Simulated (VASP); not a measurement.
AlNi: single point with PBE

The system is AlNi.

```
CELL_PARAMETERS angstrom
2.88931 -0.15207 -0.15207
-0.15207 2.88931 -0.15207
-0.15207 -0.15207 2.88931
ATOMIC_POSITIONS crystal
Al 0.00000 0.00000 0.00000
Ni 0.50000 0.50000 0.50000
```

This cell differs from its parent crystal: ratio of the length along [111] to the lengths across it x 0.85, volume and fractional coordinates fixed.

```yaml
Program: VASP 6.6.1
Task: single point
Functional: PBE
Potentials_or_basis: VASP PAW PBE potentials, release 64 (Al, Ni)
Cutoff: 520 eV
k_mesh: 18 × 18 × 18
Occupations: gaussian, width 0.15 eV
Spin: no spin polarisation
```

```yaml
Pressure: 7.8 GPa
```

Stress tensor (GPa, compression positive):
```
 7.85 18.02 18.02
18.02  7.85 18.02
18.02 18.02  7.85
```

Levels at points of the mesh, in eV from the Fermi level:
```csv
k point,band 4,band 5,band 6,band 7,band 8,band 9
"(0.00, 0.00, 0.00)",-1.98,-1.51,-1.51,4.99,6.10,6.10
"(0.50, 0.00, 0.00)",-2.59,-2.04,-1.53,-0.68,7.57,9.22
"(0.50, 0.50, 0.00)",-2.24,-2.06,-1.95,-1.08,1.15,3.04
"(0.50, 0.50, 0.50)",-1.07,-1.07,1.38,1.38,1.78,3.96
```

It took 2.6 min on 1 thread of Intel(R) Xeon(R) Platinum 8259CL CPU @ 2.50GHz (Skylake/Cascade Lake), with other jobs on the host, peak memory 0.3 GiB.

 Spin polarisation is off, so any magnetic state and its effect on volume and gap are missing.
